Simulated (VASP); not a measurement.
Input of a VASP 6.6.1 run:

INCAR

```
SYSTEM = NiO
PREC     = Accurate       ! precision mode
ENCUT    = 520            ! plane-wave cutoff, eV
EDIFF    = 1E-6           ! SCF threshold, eV
ISMEAR   = -1             ! smearing method
SIGMA    = 0.05           ! smearing width, eV
LREAL    = .False.        ! projectors in reciprocal space
LASPH    = .True.         ! aspherical terms in the spheres
NELM     = 150            ! most SCF steps
ALGO     = Normal         ! electronic algorithm
ISIF     = 2              ! what is computed and relaxed
LWAVE    = .False.        ! write WAVECAR
LCHARG   = .True.         ! write CHGCAR
ISPIN    = 2              ! spin polarisation
MAGMOM   = 1 0            ! initial moments
LORBIT   = 11             ! projections on sites
LMAXMIX  = 4              ! l up to which the mixer works
GGA      = PE             ! functional
LELF     = .True.         ! ELF
LVHAR    = .True.       
NBANDS   = 19             ! bands
```

Contents of KPOINTS:

```
regular mesh
0
Gamma
  11 11 11
  0 0 0
```

The input POSCAR:

```
NiO
1.0
    0.0000000000      2.0577103256      2.0577103256
    2.0577103256      0.0000000000      2.0577103256
    2.0577103256      2.0577103256      0.0000000000
Ni O
1 1
Direct
    0.0000000000      0.0000000000      0.0000000000
    0.5000000000      0.5000000000      0.5000000000
```

Potentials or basis: VASP PAW PBE potentials, release 64 (Ni, O).

Run with:

```bash
$ cat potpaw_PBE.64/Ni/POTCAR potpaw_PBE.64/O/POTCAR > POTCAR
$ mpirun -np 1 vasp_std > vasp.out
```

Q: Predict the site moments.

A: Ni +1.27; O +0.22 μB.

Q: What does it give for the net moment?

A: 1.53 μB per cell.

Q: What does it give for the pressure?

A: 13.3 GPa.

Caveat: a cell with one magnetic atom can't hold antiferromagnetic order, which such compounds often take.
